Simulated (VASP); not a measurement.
Input of a VASP 6.6.1 run:

INCAR

```
ALGO = Normal ; EDIFF = 1E-6
ENCUT = 520 ; GGA = PS
ISIF = 2 ; ISMEAR = 0
LASPH = T ; LCHARG = T
LELF = T ; LREAL = F
LVHAR = T ; LWAVE = F
NBANDS = 21 ; NELM = 100
PREC = Accurate ; SIGMA = 0.15
```

The input KPOINTS:

```
k-points
0
Gamma
  20 20 20
```

POSCAR

```
Ge
1.0
   -2.6131070648      2.6131070648      1.3974126432
    2.6131070648     -2.6131070648      1.3974126432
    2.6131070648      2.6131070648     -1.3974126432
Ge
2
Direct
    0.2500000000      0.7500000000      0.5000000000
    0.5000000000      0.5000000000      0.0000000000
```

Potentials or basis: VASP PAW PBE potentials, release 64 (Ge_d).

Command:

```console
$ cat potpaw_PBE.64/Ge_d/POTCAR > POTCAR
$ mpirun -np 1 vasp_std > vasp.out
```

(1) What does it give for the band gap on the k mesh?

(2) What does it give for the pressure?

Results:

(1) zero (bands 14 and 15 overlap by 4.91 eV).

(2) -2.9 GPa.

Caveat: the cell differs from its parent crystal (strain +0.015 along x and y, +0.000 along z); the PAW data sets were made with another functional, which shifts forces and pressure a little.
